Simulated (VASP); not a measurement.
KBr: single point with PBE

The system is KBr.

```
K Br
1.0
     0.00000    3.21969    3.32443
     3.21969    0.00000    3.32443
     3.21969    3.21969    0.00000
K Br
1 1
Direct
  0.00000 0.00000 0.00000
  0.50000 0.50000 0.50000
```

This cell differs from its parent crystal: epitaxial xy strain -2.5%.

```json
{
 "Program": "VASP 6.6.1",
 "Task": "single point",
 "Functional": "PBE",
 "Potentials or basis": "VASP PAW PBE potentials, release 64 (K_sv, Br)",
 "Cutoff": "520 eV",
 "k mesh": "4 × 4 × 4",
 "Occupations": "gaussian, width 0.01 eV",
 "Spin": "no spin polarisation",
 "Dipole correction": "no",
 "Further INCAR settings": "ALGO = Normal; EDIFF = 1e-06; NBANDS = 15"
}
```

```yaml
Pressure: 1.6 GPa
Band_gap_on_the_k_mesh: 4.54 eV
```

Stress tensor (GPa, compression positive):
```
2.01 0.00 0.00
0.00 2.01 0.00
0.00 0.00 0.77
```

Levels at points of the mesh, in eV from the valence-band top:
```csv
k point,band 4,band 5,band 6,band 7,band 8,band 9,band 10,band 11,band 12,band 13
"(0.00, 0.00, 0.00)",-11.18,-11.18,-0.02,0.00,0.00,4.54,7.47,7.67,7.67,8.39
"(0.50, 0.00, 0.00)",-11.18,-10.90,-1.27,-0.38,-0.37,6.67,8.38,9.87,9.87,10.07
"(0.50, 0.50, 0.00)",-11.22,-11.22,-0.90,-0.27,-0.27,5.83,7.33,9.38,9.62,9.82
"(0.50, 0.00, 0.50)",-11.23,-11.22,-0.85,-0.33,-0.32,5.80,7.36,9.46,9.79,9.83
```

Run time: 30 s on 1 thread of Intel Xeon 8259CL, on a shared host, peak memory 0.2 GiB.

Caveat: the cell differs from its parent crystal (epitaxial xy strain -2.5%).
